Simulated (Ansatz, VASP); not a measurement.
One calculation of BN, two programs

```xyz
4
Lattice="2.5010 0.0000 0.0000 -1.2505 2.1659 0.0487 0.0000 0.1547 6.8742" Properties=species:S:1:pos:R:3 pbc="T T T"
B     0.0000    1.4826    1.7510
B     1.2505    0.8380    5.1719
N     0.0000    1.5599    5.1881
N     1.2505    0.7606    1.7348
```

Change from the starting cell: strain +0.0450 x Voigt [0, 0, 0, 1, 0, 0], atoms carried along.

Alike in both runs: task single point; functional r2SCAN; k mesh 12 × 12 × 4; occupations gaussian, width 0.05 eV; no spin polarisation.

|  | VASP | Ansatz |
| --- | --- | --- |
| version | VASP 6.6.1 | Ansatz 0.2.0 |
| potentials or method | VASP PAW PBE potentials, release 64 (B, N), cutoff 520 eV | scalar-relativistic, plane waves, PAW |
| valence electrons in the cell | 16 | 16 |

VASP gave:

* gap on the k mesh at the Fermi level (eV): 4.87
* least direct gap on the mesh (eV): 5.18
* pressure (GPa): 0.3
* traceless stress, the component that is largest in VASP (GPa): -0.48

Task: Which values does Ansatz return?

Result: gap on the k mesh at the Fermi level (eV): 4.83; least direct gap on the mesh (eV): 5.12; pressure (GPa): -0.1; traceless stress, the component that is largest in VASP (GPa): 0.18.

VASP's potentials were made for PBE, not for r2SCAN.
